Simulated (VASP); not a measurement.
SnSe2, 3 atoms in the cell. Symmetry: P-3m1, No. 164, trigonal system. The conventional cell has a = 3.936 Å, b = 3.936 Å, c = 6.984 Å, α = 90.00°, β = 90.00°, γ = 120.00°. Within 3.9 Å of Sn (site symmetry -3m) lie 6 Se at 2.93 Å. Within 3.9 Å of Se (site symmetry 3m) lie 3 Sn at 2.93 Å. 

| Property | Result |
| --- | --- |
| Program | VASP 6.6.1 |
| Task | single point |
| Functional | PBE |
| Dispersion | D3(BJ) |
| Potentials or basis | VASP PAW PBE potentials, release 64 (Sn_d, Se) |
| Cutoff | 500 eV |
| k mesh | 12 × 12 × 6 |
| Occupations | gaussian, width 0.03 eV |
| Spin | no spin polarisation |
| Dipole correction | no |
| Further INCAR settings | ALGO = Normal; EDIFF = 1e-06; NBANDS = 20 |

Potentials or basis: VASP PAW PBE potentials, release 64 (Sn_d, Se).

Command:

```bash
$ cat potpaw_PBE.64/Sn_d/POTCAR potpaw_PBE.64/Se/POTCAR > POTCAR
$ mpirun -np 1 vasp_std > vasp.out
```

Hardware: 1 thread of Intel(R) Xeon(R) 6975P-C (Granite Rapids), on a shared host.

Task: How long does it take, and how much memory?

Result: Run time: 90 s on 1 thread of Intel(R) Xeon(R) 6975P-C (Granite Rapids), with other jobs on the host, peak memory 0.33 GiB. Counts: scf iterations 13, k points 100.
